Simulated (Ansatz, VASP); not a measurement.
**Two plane-wave programs on Al**

```
Al
1.0
     3.23410    0.00000    0.00000
     0.00000    3.23410    0.00000
     0.00000    0.00000    3.23410
Al
2
Direct
  0.00000 0.00000 0.00000
  0.50000 0.50000 0.50000
```

Alike in both runs: functional PBE; k mesh 14 × 14 × 14; occupations gaussian, width 0.1 eV; no spin polarisation.

Ansatz relaxed the structure, and its values are those at the end. VASP's run is a single point on that final structure, the one shown.

```csv
,VASP,Ansatz
version,VASP 6.6.1,Ansatz 0.2.0
potentials or method,"VASP PAW PBE potentials, release 64 (Al), cutoff 520 eV","scalar-relativistic, plane waves, PAW"
valence electrons in the cell,6,6
```

|  | VASP | Ansatz | Ansatz less VASP |
| --- | --- | --- | --- |
| gap on the k mesh at the Fermi level (eV) | none | none | - |
| pressure (GPa) | 0.0 | 0.0 | +0.02 |

A gap of «none» marks a metal or a gap that the smearing closes. The functional is the same, so the differences come from potentials, cutoffs and numerics.
